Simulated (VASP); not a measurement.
Input of a VASP 6.6.1 run:

File INCAR:

```
PREC     = Accurate       # precision mode
ENCUT    = 400            # plane-wave cutoff, eV
EDIFF    = 1E-6           # SCF threshold, eV
ISMEAR   = 0              # smearing method
SIGMA    = 0.1            # smearing width, eV
LREAL    = F              # projectors in reciprocal space
LASPH    = T              # aspherical terms in the spheres
NELM     = 120            # most SCF steps
ALGO     = Normal         # electronic algorithm
ISIF     = 2              # what is computed and relaxed
LWAVE    = F              # write WAVECAR
LCHARG   = F              # write CHGCAR
GGA      = PE             # functional
ISYM     = 0            
NBANDS   = 118            # bands
GGA_COMPAT= F
```

File KPOINTS:

```
Automatic mesh
0
Gamma
  2 2 2
  0.5 0.5 0.5
```

POSCAR

```
Sn
1.0
    0.0000000000      6.4666856000      6.4666856000
    6.4666856000      0.0000000000      6.4666856000
    6.4666856000      6.4666856000      0.0000000000
Sn
15
Direct
    0.0000000000      0.0000000000      0.0000000000
    0.0000000000      0.0000000000      0.5000000000
    0.1250000000      0.1250000000      0.6250000000
    0.0000000000      0.5000000000      0.0000000000
    0.1250000000      0.6250000000      0.1250000000
    0.0000000000      0.5000000000      0.5000000000
    0.1250000000      0.6250000000      0.6250000000
    0.5000000000      0.0000000000      0.0000000000
    0.6250000000      0.1250000000      0.1250000000
    0.5000000000      0.0000000000      0.5000000000
    0.6250000000      0.1250000000      0.6250000000
    0.5000000000      0.5000000000      0.0000000000
    0.6250000000      0.6250000000      0.1250000000
    0.5000000000      0.5000000000      0.5000000000
    0.6250000000      0.6250000000      0.6250000000
```

Potentials or basis: VASP PAW PBE potentials, release 64 (Sn_d).

The run is started by

```console
$ cat potpaw_PBE.64/Sn_d/POTCAR > POTCAR
$ mpirun -np 1 vasp_std > vasp.out
```

(1) What does it give for the largest force?

(2) What does it give for the band gap on the k mesh?

## Answers

(1) 0.684 eV/Å.

(2) 0.40 eV.

Caveat: semilocal functionals underestimate gaps, and a narrow one can read as zero; spin-orbit coupling is left out, which moves the levels of the heavy elements.
